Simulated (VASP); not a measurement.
A run of VASP 6.6.1 is set up as follows.

The input INCAR:

```
SYSTEM = SnPt2Se3
  PREC = Accurate
  ENCUT = 520
  EDIFF = 1E-6
  ISMEAR = 0
  SIGMA = 0.1
  LREAL = .False.
  LASPH = .True.
  NELM = 60
  ALGO = Normal
  ISIF = 2
  LWAVE = .False.
  LCHARG = .True.
  GGA = PE
  LELF = .True.
  LVHAR = .True.
  NBANDS = 35
```

The input KPOINTS:

```
regular mesh
0
Gamma
  6 6 2
  0 0 0
```

Contents of POSCAR:

```
SnPt2Se3
1.0
    4.5107964741      0.0000000000      0.0000000000
   -2.2553982371      3.9064643379      0.0000000000
    0.0000000000      0.0000000000      8.3819655361
Sn Pt Se
1 2 3
Direct
    0.0000000000      0.0000000000      1.1050200093
    0.3333333333      0.6666666667      0.3113661926
    0.6666666667      0.3333333333      0.3113661926
    0.3333333333      0.6666666667      0.8317593199
    0.6666666667      0.3333333333      0.8317593199
    0.0000000000      0.0000000000      0.4418220457
```

Potentials or basis: VASP PAW PBE potentials, release 64 (Sn_d, Pt, Se).

Launch:

```console
$ cat potpaw_PBE.64/Sn_d/POTCAR potpaw_PBE.64/Pt/POTCAR potpaw_PBE.64/Se/POTCAR > POTCAR
$ mpirun -np 1 vasp_std > vasp.out
```

**Question.** Predict the pressure.

**Answer.** -0.1 GPa.

**Question.** What does it give for the band gap on the k mesh?

**Answer.** Zero (filled and empty bands touch).

**Question.** Predict the largest force.

**Answer.** 0.014 eV/Å.

Forces on the atoms (eV/Å):
```
Sn   0.000  0.000  0.014
Pt   0.000  0.000 -0.001
Pt   0.000  0.000 -0.001
Se   0.000  0.000  0.000
Se   0.000  0.000  0.000
Se   0.000  0.000 -0.011
```

Caveat: the k points lie up to 0.37 Å⁻¹ apart; spin-orbit coupling is left out, which moves the levels of the heavy elements; this functional lacks dispersion, which binds the layers, so the pressure and a relaxed spacing across them are unreliable.
